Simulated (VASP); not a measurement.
Here is a VASP 6.6.1 calculation.

Contents of INCAR:

```
PREC = Accurate ; ENCUT = 520
EDIFF = 1E-6 ; ISMEAR = 0
SIGMA = 0.028000000000000004 ; LREAL = F
LASPH = T ; NELM = 60
ALGO = Normal ; ISIF = 2
LWAVE = F ; LCHARG = F
GGA = PE ; NBANDS = 21
```

The input KPOINTS:

```
regular mesh
0
Gamma
  9 9 9
```

The input POSCAR:

```
Sn
1.0
   -2.9401404553      2.9401404553      1.5993019889
    2.9401404553     -2.9401404553      1.5993019889
    2.9401404553      2.9401404553     -1.5993019889
Sn
2
Direct
    0.0000000000      0.0000000000      0.0000000000
    0.7500000000      0.2500000000      0.5000000000
```

Potentials or basis: VASP PAW PBE potentials, release 64 (Sn_d).

Command:

```console
$ cat potpaw_PBE.64/Sn_d/POTCAR > POTCAR
$ mpirun -np 1 vasp_std > vasp.out
```

Task: Predict the band gap on the k mesh.

Result: Zero (band 14 reaches 8.97 eV, above the bottom of band 15 at 5.01 eV).

Task: Predict the pressure.

Result: 1.4 GPa.

Stress tensor (GPa, compression positive):
```
1.47 0.00 0.00
0.00 1.47 0.00
0.00 0.00 1.19
```

Caveat: spin-orbit coupling is left out, which moves the levels of the heavy elements.
